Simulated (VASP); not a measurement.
**Si: relaxation of cell and atoms with PBE**

Crystal: Si.

```xyz
2
Lattice="2.7900 0.0000 0.0000 -1.3950 2.4162 0.0000 0.0000 0.0000 4.5561" Properties=species:S:1:pos:R:3 pbc="T T T"
Si    0.0000    1.6108    1.1390
Si    1.3950    0.8054    3.4171
```

```
Program                : VASP 6.6.1
Task                   : relaxation of cell and atoms
Functional             : PBE
Potentials or basis    : VASP PAW PBE potentials, release 64 (Si)
Cutoff                 : 600 eV
k mesh                 : 10 × 10 × 6
Occupations            : fermi-dirac, width 0.05 eV
Spin                   : no spin polarisation
Dipole correction      : no
Further INCAR settings : ALGO = Normal; EDIFF = 1e-07; IBRION = 2; EDIFFG = -0.01; NSW = 60; ISIF = 3
```

```
Relaxed volume                         : 14.36 Å³/atom
Relaxed cell                           : a = 2.693 Å, b = 2.693 Å, c = 4.573 Å, α = 90.00°, β = 90.00°, γ = 120.00°
Space group after relaxing (to 0.05 Å) : P6_3/mmc (No. 194)
Energy gained by relaxing              : 27.8 meV/atom
Ionic steps                            : 9
Pressure after relaxing                : 0.0 GPa
Band gap on the k mesh                 : zero (band 4 reaches 19.12 eV, above the bottom of band 5 at 7.40 eV)
```

Step by step:
```tsv
step	energy change (eV)	largest force (eV/Å)	pressure (GPa)	volume (Å³)
1	0.0000	0.0000	-5.30	30.71
2	-0.0488	0.0000	0.26	28.51
3	-0.0490	0.0000	0.68	28.38
4	-0.0543	0.0000	1.12	28.38
5	-0.0544	0.0000	1.10	28.38
6	-0.0555	0.0000	-0.16	28.78
7	-0.0555	0.0000	0.04	28.72
8	-0.0555	0.0000	-0.02	28.73
9	-0.0555	0.0000	0.01	28.72
```

Final structure:
```
CELL_PARAMETERS angstrom
2.69306 0.00000 0.00000
-1.34653 2.33226 0.00000
0.00000 0.00000 4.57314
ATOMIC_POSITIONS crystal
Si 0.33333 0.66667 0.25000
Si 0.66667 0.33333 0.75000
```

Levels at points of the mesh, in eV from the Fermi level:
```
           k point  band 2  band 3  band 4  band 5  band 6  band 7
(0.00, 0.00, 0.00)   -8.07   -7.06    8.95    8.95   10.28   10.28
(0.50, 0.00, 0.00)   -7.53   -1.83   -1.47   -1.46    0.11    3.81
(0.00, 0.00, 0.50)  -12.69    0.66    0.66   10.25   10.25   10.25
(0.50, 0.00, 0.50)   -6.45   -5.86   -5.86    5.30    5.30    5.73
```

It took 67 s on 1 thread of AMD EPYC 7R43 64-Core Processor (Zen 3), on a shared host, peak memory 0.12 GiB.
